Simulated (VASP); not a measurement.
A run of VASP 6.6.1 is set up as follows.

Contents of INCAR:

```
  PREC = Accurate
  ENCUT = 600
  EDIFF = 1E-6
  ISMEAR = 0
  SIGMA = 0.1
  LREAL = F
  LASPH = T
  NELM = 150
  ALGO = Normal
  ISIF = 3
  LWAVE = F
  LCHARG = F
  ISPIN = 2
  MAGMOM = 0 0.77
  LORBIT = 11
  LMAXMIX = 4
  GGA = PE
  IVDW = 12
  IBRION = 2
  NSW = 70
  EDIFFG = -0.005
```

File KPOINTS:

```
regular mesh
0
Gamma
  14 14 14
```

Contents of POSCAR:

```
AlFe
1.0
    2.8743308634      0.0000000000      0.0000000000
    0.0000000000      2.8743308634      0.0000000000
    0.0000000000      0.0000000000      2.8743308634
Al Fe
1 1
Direct
    0.0000000000      0.0000000000      0.0000000000
    0.5000000000      0.5000000000      0.5000000000
```

Potentials or basis: VASP PAW PBE potentials, release 64 (Al, Fe).

Run with:

```bash
$ cat potpaw_PBE.64/Al/POTCAR potpaw_PBE.64/Fe/POTCAR > POTCAR
$ mpirun -np 1 vasp_std > vasp.out
```

(1) Estimate the site moments.

(2) Estimate the dispersion energy per atom.

(3) Estimate the space group after relaxing (to 0.1 Å).

(4) Estimate the relaxed cell.

Results:

(1) Al -0.02; Fe +0.69 μB.

(2) -0.415 eV.

(3) Pm-3m (No. 221).

(4) a = 2.844 Å, b = 2.844 Å, c = 2.844 Å, α = 90.00°, β = 90.00°, γ = 90.00°.
